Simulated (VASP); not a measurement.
A run of VASP 6.6.1 is set up as follows.

INCAR

```
PREC = Accurate
ENCUT = 520
EDIFF = 1E-6
ISMEAR = -1
SIGMA = 0.02
LREAL = F
LASPH = T
NELM = 150
ALGO = Normal
ISIF = 2
LWAVE = F
LCHARG = F
LMAXMIX = 4
LDAU = T
LDAUTYPE = 2
LDAUL = -1 -1 2
LDAUU = 0 0 3.6
LDAUJ = 0 0 0
LDAUPRINT = 1
GGA = PE
NBANDS = 46
```

KPOINTS

```
Automatic mesh
0
Gamma
  3 3 3
```

File POSCAR:

```
In3CoTe4
1.0
    6.1600000000      0.0000000000      0.0000000000
    0.0000000000      6.1600000000      0.0000000000
    0.0000000000      0.0000000000      6.1600000000
In Te Co
3 4 1
Direct
    0.0000000000      0.0000000000      0.0000000000
    0.5000000000      0.0000000000      0.5000000000
    0.5000000000      0.5000000000      0.0000000000
    0.5000000000      0.0000000000      0.0000000000
    0.5000000000      0.5000000000      0.5000000000
    0.0000000000      0.0000000000      0.5000000000
    0.0000000000      0.5000000000      0.0000000000
    0.0000000000      0.5000000000      0.5000000000
```

Potentials or basis: VASP PAW PBE potentials, release 64 (In_d, Te, Co).

Run with:

```bash
$ cat potpaw_PBE.64/In_d/POTCAR potpaw_PBE.64/Te/POTCAR potpaw_PBE.64/Co/POTCAR > POTCAR
$ mpirun -np 1 vasp_std > vasp.out
```

(1) Estimate the pressure.

(2) Estimate the band gap on the k mesh.

## Answers

(1) -2.0 GPa.

(2) zero (band 36 reaches 6.35 eV, above the bottom of band 37 at 5.13 eV).

Caveat: spin-orbit coupling is left out, which moves the levels of the heavy elements; U without spin polarisation on a metal has little footing; the U is typed as a test and isn't derived for this compound.
